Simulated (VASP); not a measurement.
CuO:

```xyz
4
Lattice="2.8986 0.0000 0.0000 0.0393 2.8983 0.0000 0.0176 0.0174 5.2106" Properties=species:S:1:pos:R:3 pbc="T T T"
Cu    0.0197    1.4492    0.0000
Cu    1.4581    0.0087    2.6053
O     2.9073    0.0179    3.9074
O     0.0482    2.8978    1.3032
```

Base run:

```yaml
Program: VASP 6.6.1
Functional: PBEsol
Potentials_or_basis: VASP PAW PBE potentials, release 64 (Cu, O)
Cutoff: 520 eV
k_mesh: 9 × 9 × 5
Occupations: fermi-dirac, width 0.05 eV
Spin: no spin polarisation
```

Its results: band gap on the k mesh zero (band 17 reaches 5.49 eV, above the bottom of band 18 at 4.56 eV); pressure -4.5 GPa; largest force 0.014 eV/Å.

Problem. The run is repeated on the same cell with these changes: functional from PBEsol to PBE. What comes out?

Solution. Band gap on the k mesh zero (band 17 reaches 5.66 eV, above the bottom of band 18 at 4.74 eV); pressure 3.1 GPa; largest force 0.013 eV/Å.

PBE binds less tightly than PBEsol, so the same cell stands under more pressure.

Caveats: semilocal functionals often make such compounds metallic where correlation or magnetic order opens a gap, which also shifts bond lengths; the PAW data sets were made with another functional, which shifts forces and pressure a little (some runs).
